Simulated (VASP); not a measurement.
Write the native input for VASP 6.6.1 that does the following.

- Task: single point
- Functional: r2SCAN
- Potentials or basis: VASP PAW PBE potentials, release 64 (Rh_pv)
- Cutoff: 520 eV
- k mesh: 10 × 10 × 5
- Occupations: fermi-dirac, width 0.2 eV
- Spin: no spin polarisation
- Dipole correction: no
- Further INCAR settings: ALGO = Normal; EDIFF = 1e-06; NBANDS = 22

The system is Rh.

```
CELL_PARAMETERS angstrom
2.70649 0.00000 0.00000
-1.35324 2.34389 0.00000
0.00000 0.00000 4.38877
ATOMIC_POSITIONS crystal
Rh 0.66667 0.33333 0.75000
Rh 0.33333 0.66667 0.25000
```

These files were run (other wordings do the same):

POSCAR

```
Rh
1.0
    2.7064855864      0.0000000000      0.0000000000
   -1.3532427932      2.3438871981      0.0000000000
    0.0000000000      0.0000000000      4.3887704613
Rh
2
Direct
    0.6666666667      0.3333333333      0.7500000000
    0.3333333333      0.6666666667      0.2500000000
```

INCAR.step1

```
SYSTEM = Rh
ALGO = Normal
EDIFF = 1E-4
ENCUT = 520
GGA = PE
ISMEAR = -1
LASPH = .True.
LCHARG = .False.
LREAL = .False.
LWAVE = .True.
NBANDS = 22
NELM = 100
PREC = Accurate
SIGMA = 0.2
```

INCAR.step2

```
SYSTEM = Rh
ALGO = Normal
EDIFF = 1E-6
ENCUT = 520
ISIF = 2
ISMEAR = -1
ISTART = 1
LASPH = .True.
LCHARG = .True.
LELF = .True.
LMIXTAU = .True.
LREAL = .False.
LVHAR = .True.
LWAVE = .False.
METAGGA = R2SCAN
NBANDS = 22
NELM = 100
PREC = Accurate
SIGMA = 0.2
```

KPOINTS

```
k-points
0
Gamma
  10 10 5
  0 0 0
```

Potentials or basis: VASP PAW PBE potentials, release 64 (Rh_pv).

Launch:

```bash
$ cat potpaw_PBE.64/Rh_pv/POTCAR > POTCAR
$ cp INCAR.step1 INCAR
$ mpirun -np 1 vasp_std > vasp.out
$ cp INCAR.step2 INCAR
$ mpirun -np 1 vasp_std > vasp.out
```

It gave:

The pressure is 0.0 GPa and the band gap on the k mesh is zero (band 15 reaches 12.24 eV, above the bottom of band 16 at 9.91 eV).

Caveat: the PAW data sets were made with another functional, which shifts forces and pressure a little.

It used 200 s of CPU time on 1 thread of AMD EPYC 7R13 Processor (Zen 3) (shared host).
